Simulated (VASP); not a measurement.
A run of VASP 6.6.1:

File INCAR:

```
PREC = Accurate
ENCUT = 520
EDIFF = 1E-6
ISMEAR = -1
SIGMA = 0.1
LREAL = False
LASPH = True
NELM = 80
ALGO = Normal
ISIF = 2
LWAVE = False
LCHARG = False
GGA = RE
NBANDS = 21
```

Contents of KPOINTS:

```
regular mesh
0
Gamma
  20 20 14
```

The input POSCAR:

```
Ge
1.0
   -2.6042357847      2.6070597825      1.4398772019
    2.6070597825     -2.6042357847      1.4398772019
    2.6190974593      2.6190974593     -1.4347050448
Ge
2
Direct
    0.9999091455      0.0000908545      1.0000000000
    0.7500908545      0.2499091455      0.5000000000
```

Potentials or basis: VASP PAW PBE potentials, release 64 (Ge_d).

The run is started by

```bash
$ cat potpaw_PBE.64/Ge_d/POTCAR > POTCAR
$ mpirun -np 1 vasp_std > vasp.out
```

Hardware: 1 thread of Oxide Virtual Turin-like Processor, with other jobs on the host.

Task: How long does it take, and how much memory?

Result: Wall time 26 min on 1 thread of Oxide Virtual Turin-like Processor, with other jobs on the host, peak memory 0.92 GiB. Counts: scf iterations 10, k points 1482.
